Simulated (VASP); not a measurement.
# W (Im-3m) in VASP: relaxation of cell and atoms with LDA

Aim: the relaxation of cell and atoms of W with LDA.

All numbers are computed with VASP 6.6.1; they aren't measurements. Logs are shortened: lines on timing, memory, paths and dates and some standing lists are left out, and cuts for length are marked.

### Step 1. The cell of the first run

It takes space group Im-3m (No. 229, cubic). Conventional cell: a = 3.135 Å, b = 3.135 Å, c = 3.135 Å, α = 90.00°, β = 90.00°, γ = 90.00°. W (site symmetry m-3m) has 14 W at 2.72 to 3.14 Å within 3.6 Å.

### Step 2. Relaxation of cell and atoms, LDA, target pressure 15 GPa, at which the enthalpy is minimised

The input, INCAR:

```
PREC = Accurate
ENCUT = 600
EDIFF = 1E-6
ISMEAR = -1
SIGMA = 0.1
LREAL = False
LASPH = True
NELM = 80
ALGO = Normal
ISIF = 3
LWAVE = False
LCHARG = False
GGA = CA
IBRION = 2
NSW = 100
EDIFFG = -0.002
PSTRESS = 150.0
```

The input, KPOINTS:

```
regular mesh
0
Gamma
  24 24 24
```

The input, POSCAR:

```
W
1.0
   -1.5675648139      1.5675648139      1.5675648139
    1.5675648139     -1.5675648139      1.5675648139
    1.5675648139      1.5675648139     -1.5675648139
W
1
Direct
    0.0000000000      0.0000000000      0.0000000000
```

Potentials or basis: VASP PAW LDA potentials, release 64 (W_sv).

Launch:

```
$ cat potpaw_LDA.64/W_sv/POTCAR > POTCAR
$ mpirun -np 1 vasp_std > vasp.out
```

OUTCAR:

```text
PREC = Accurate
   ENCUT = 600
   EDIFF = 1E-6
   ISMEAR = -1
   LREAL = False
   LASPH = True
   NELM = 80
   ISIF = 3
   GGA = CA
   IBRION = 2
   NSW = 100
   EDIFFG = -0.002
   PSTRESS = 150.0

 ion  position               nearest neighbor table
   1  0.000  0.000  0.000-

  LATTYP: Found a body centered cubic cell.
 ALAT       =     3.1351296278

  Lattice vectors:

 A1 = (  -1.5675648139,   1.5675648139,   1.5675648139)
 A2 = (   1.5675648139,  -1.5675648139,   1.5675648139)
 A3 = (   1.5675648139,   1.5675648139,  -1.5675648139)

Analysis of symmetry for initial positions (statically):
=====================================================================
 Subroutine PRICEL returns:
 Original cell was already a primitive cell.

 Routine SETGRP: Setting up the symmetry group for a
 body centered cubic supercell.

 Subroutine GETGRP returns: Found 48 space group operations
 (whereof 48 operations were pure point group operations)
 out of a pool of 48 trial point group operations.

The static configuration has the point symmetry O_h .

Analysis of symmetry for dynamics (positions and initial velocities):
=====================================================================
 Subroutine PRICEL returns:
 Original cell was already a primitive cell.

 Routine SETGRP: Setting up the symmetry group for a
 body centered cubic supercell.

 Subroutine GETGRP returns: Found 48 space group operations
 (whereof 48 operations were pure point group operations)
 out of a pool of 48 trial point group operations.

The dynamic configuration has the point symmetry O_h .

 Subroutine INISYM returns: Found 48 space group operations
 (whereof 48 operations are pure point group operations),
 and found     1 'primitive' translations

----------------------------------------------------------------------------------------

                                     Primitive cell

  volume of cell :      15.4077

  direct lattice vectors                    reciprocal lattice vectors
    -1.567564814  1.567564814  1.567564814     0.000000000  0.318966078  0.318966078
     1.567564814 -1.567564814  1.567564814     0.318966078  0.000000000  0.318966078
     1.567564814  1.567564814 -1.567564814     0.318966078  0.318966078  0.000000000

  length of vectors
     2.715101902  2.715101902  2.715101902     0.451086153  0.451086153  0.451086153

[... 103 lines left out ...]
   GGA     = CA    functional components
   LHFCALC =     F    Hartree Fock is set to
   AEXX    =    0.0000 exact exchange contribution
   IVDW    =     0    specifies the selected vdW correction
   LEPSILON=     F    determine dielectric tensor
   LRPA    =     F    only Hartree local field effects (RPA)
 conjugate gradient relaxation of ions
 non-spin polarized calculation
  energy-cutoff  :      600.00
  volume of cell :       15.41
 maximum number of plane-waves:       535
 NGX is ok and might be reduce to    24
   NGX = 11   NGY = 11   NGZ = 11

--------------------------------------- Ionic step        1  -------------------------------------------

 number of electron      13.9999999 magnetization

 Free energy of the ion-electron system (eV)
  ---------------------------------------------------
  ext. energy  EPLUGINS =         0.00000000
  ---------------------------------------------------
  free energy    TOTEN  =       -14.11319627 eV

  energy without entropy =      -14.09817886  energy(sigma->0) =      -14.10568756

------------------------ aborting loop because EDIFF is reached ----------------------------------------

  FORCE on cell =-STRESS in cart. coord.  units (eV):
  Direction    XX          YY          ZZ          XY          YZ          ZX
  --------------------------------------------------------------------------------------
  -------------------------------------------------------------------------------------
  Total        0.1956363      0.1956363      0.1956363      0.0000000      0.0000000      0.0000000
  in kB       20.3433977     20.3433977     20.3433977      0.0000000      0.0000000      0.0000000
  external PRESSURE =    -129.6566023 kB  Pullay stress =     150.0000000 kB
[... 94 lines left out ...]
  energy  without entropy=      -14.0744223666  energy(sigma->0) =      -14.08177045

  enthalpy is  TOTEN    =       -12.6926320977 eV   P V=        1.3964864272

[... ionic steps 4 to 10 ...]

--------------------------------------- Ionic step       11  -------------------------------------------

 number of electron      13.9999999 magnetization

------------------------ aborting loop because EDIFF is reached ----------------------------------------
[... 69 lines left out ...]
--------------------------------------- Ionic step       13  -------------------------------------------

 number of electron      13.9999999 magnetization

 Free energy of the ion-electron system (eV)
  ---------------------------------------------------
  ext. energy  EPLUGINS =         0.00000000
  ---------------------------------------------------
  free energy    TOTEN  =       -14.08585408 eV

  energy without entropy =      -14.07118031  energy(sigma->0) =      -14.07851720

 E-fermi :  12.3222     XC(G=0): -14.1878

 val. band max:       12.3044501909   @ k =  -0.1667   0.2500   0.0833
 cond. band min:      12.3243194908   @ k =  -0.4583   0.4583   0.2083
 fundamental gap:      0.0198692999
 Fermi energy:        12.3222219605

 k-point     1 :       0.0000    0.0000    0.0000
  band No.  band energies     occupation
      1     -61.4094      2.00000
      2     -25.1087      2.00000
      3     -25.1087      2.00000
      4     -25.1087      2.00000
      5       2.3827      2.00000
      6      10.8918      2.00000
      7      10.8918      2.00000
      8      10.8918      2.00000
      9      14.6062      0.00000
     10      14.6062      0.00000
     11      26.9760      0.00000
[... 309 lines left out ...]
 k-point    24 :       0.4583    0.0417    0.0000
  band No.  band energies     occupation
      1     -61.2264      2.00000
      2     -26.7026      2.00000
      3     -25.6325      2.00000
      4     -25.1330      2.00000
      5       5.6576      2.00000
      6       8.3890      2.00000
      7      13.0626      0.00122
      8      14.5378      0.00000
      9      15.7052      0.00000
     10      19.0228      0.00000
     11      24.1319      0.00000

 [... further k-points ...]

------------------------ aborting loop because EDIFF is reached ----------------------------------------

  FORCE on cell =-STRESS in cart. coord.  units (eV):
  Direction    XX          YY          ZZ          XY          YZ          ZX
  --------------------------------------------------------------------------------------
  -------------------------------------------------------------------------------------
  Total        1.3919683      1.3919683      1.3919683      0.0000000     -0.0000000      0.0000000
  in kB      149.8779335    149.8779335    149.8779335      0.0000000     -0.0000000      0.0000000
  external PRESSURE =      -0.1220665 kB  Pullay stress =     150.0000000 kB
[... 20 lines left out ...]
  energy  without entropy=      -14.0711803089  energy(sigma->0) =      -14.07851720

  enthalpy is  TOTEN    =       -12.6927521419 eV   P V=        1.3931019419

 reached required accuracy - stopping structural energy minimisation
```

CONTCAR:

```text
W
   1.00000000000000
    -1.5494613343289303    1.5494613343289303    1.5494613343289303
     1.5494613343289303   -1.5494613343289303    1.5494613343289303
     1.5494613343289303    1.5494613343289303   -1.5494613343289303
  W
     1
Direct
     0.0000000000000000    0.0000000000000000    0.0000000000000000

  0.00000000E+00  0.00000000E+00  0.00000000E+00
```

Run time: 1.7 min. Hardware: 1 thread of Intel Xeon 6975P-C (Granite Rapids), shared host; peak memory 0.22 GiB.

What came out:

- Free energy: -14.0859 eV
- Relaxed volume: 14.88 Å³/atom
- Relaxed cell: a = 2.684 Å, b = 2.684 Å, c = 2.684 Å, α = 109.47°, β = 109.47°, γ = 109.47°
- Space group after relaxing (to 0.1 Å): Im-3m (No. 229)
- Energy change on relaxing (the run minimises the enthalpy): +27.3 meV/atom
- Ionic steps: 13
- Pressure after relaxing: 15.0 GPa
- Band gap on the k mesh: zero (bands 7 and 8 overlap by 6.99 eV)

The path:
| step | energy change (eV) | largest force (eV/Å) | pressure (GPa) | volume (Å³) |
| --- | --- | --- | --- | --- |
| 1 | 0.0000 | 0.0000 | 2.03 | 15.41 |
| 2 | 0.6891 | 0.0000 | 96.03 | 12.79 |
| 3 | 0.0241 | 0.0000 | 13.98 | 14.92 |
| 4 | 0.0270 | 0.0000 | 14.74 | 14.88 |
| 5 | 0.0280 | 0.0000 | 15.10 | 14.87 |
| 6 | 0.0265 | 0.0000 | 14.75 | 14.89 |
| 7 | 0.0276 | 0.0000 | 14.98 | 14.88 |
| 8 | 0.0276 | 0.0000 | 14.96 | 14.88 |
| 9 | 0.0278 | 0.0000 | 15.06 | 14.88 |
| 10 | 0.0277 | 0.0000 | 15.13 | 14.88 |
| 11 | 0.0277 | 0.0000 | 15.09 | 14.88 |
| 12 | 0.0276 | 0.0000 | 15.05 | 14.88 |
| 13 | 0.0273 | 0.0000 | 14.99 | 14.88 |

Final structure:
```
W
1.0
    -1.54946    1.54946    1.54946
     1.54946   -1.54946    1.54946
     1.54946    1.54946   -1.54946
W
1
Direct
  0.00000 0.00000 0.00000
```

Caveat: the cell is relaxed towards a set pressure, so the run minimises the enthalpy, not the energy; spin-orbit coupling is left out, which moves the levels of the heavy elements.
